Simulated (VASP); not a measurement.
Here is a VASP 6.6.1 calculation.

Contents of POSCAR:

```
GaN
1.0
    0.0000000000      2.2441938351      2.2441938351
    2.2441938351      0.0000000000      2.2441938351
    2.2441938351      2.2441938351      0.0000000000
Ga N
1 1
Direct
    0.0000000000      0.0000000000      0.0000000000
    0.2500000000      0.2500000000      0.2500000000
```

File INCAR.step1:

```
ALGO = Normal
EDIFF = 1E-4
ENCUT = 520
GGA = PE
ISMEAR = -1
LASPH = True
LCHARG = False
LREAL = False
LWAVE = True
NBANDS = 16
NELM = 80
PREC = Accurate
SIGMA = 0.05
```

File INCAR.step2:

```
ALGO = Normal
BPARAM = 11.95
CPARAM = 0.0093
EDIFF = 1E-6
ENCUT = 520
ISIF = 2
ISMEAR = -1
ISTART = 1
IVDW_NL = 2
LASPH = True
LCHARG = False
LMIXTAU = True
LREAL = False
LUSE_VDW = True
LWAVE = False
METAGGA = R2SCAN
NBANDS = 16
NELM = 80
PREC = Accurate
SIGMA = 0.05
```

The input KPOINTS:

```
k-points
0
Gamma
  10 10 10
```

Potentials or basis: VASP PAW PBE potentials, release 64 (Ga_d, N).

Launch:

```sh
$ cat potpaw_PBE.64/Ga_d/POTCAR potpaw_PBE.64/N/POTCAR > POTCAR
$ cp INCAR.step1 INCAR
$ mpirun -np 1 vasp_std > vasp.out
$ cp INCAR.step2 INCAR
$ mpirun -np 1 vasp_std > vasp.out
```

Q: What does it give for the pressure?

A: 1.2 GPa.

Q: Estimate the band gap on the k mesh.

A: 2.17 eV, direct.

Caveat: the PAW data sets were made with another functional, which shifts forces and pressure a little. r2SCAN opens gaps a little over a GGA but as a rule still falls short of measured ones.
